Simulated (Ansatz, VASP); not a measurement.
# BiS7: VASP beside Ansatz

```
CELL_PARAMETERS angstrom
5.70198 0.00000 0.00000
0.00000 5.70198 0.00000
0.00000 0.00000 5.66165
ATOMIC_POSITIONS crystal
Bi 0.00000 0.00000 0.50000
S 0.54809 0.24559 0.00000
S 0.45191 0.75441 0.00000
S 0.75441 0.54809 0.00000
S 0.24559 0.45191 0.00000
S 0.00000 0.50000 0.50000
S 0.50000 0.00000 0.50000
S 0.00000 0.00000 0.00000
```

Alike in both runs: functional PBE; k mesh 6 × 6 × 6; occupations gaussian, width 0.1 eV; no spin polarisation.

Ansatz relaxed the structure, and its values are those at the end. VASP's run is a single point on that final structure, the one shown.

|  | VASP | Ansatz |
| --- | --- | --- |
| version | VASP 6.6.1 | Ansatz 0.2.0 |
| potentials or method | VASP PAW PBE potentials, release 64 (Bi_d, S), cutoff 520 eV | scalar-relativistic, plane waves, PAW |
| valence electrons in the cell | 57 | 57 |

VASP gave:

- gap on the k mesh at the Fermi level (eV): none
- pressure (GPa): -0.3
- rms of the force components (eV/Å): 0.069

Which values does Ansatz return?

gap on the k mesh at the Fermi level (eV): none; pressure (GPa): 0.0; rms of the force components (eV/Å): 0.001.

A gap of «none» marks a metal or a gap that the smearing closes.

Neither program's run includes spin-orbit coupling.
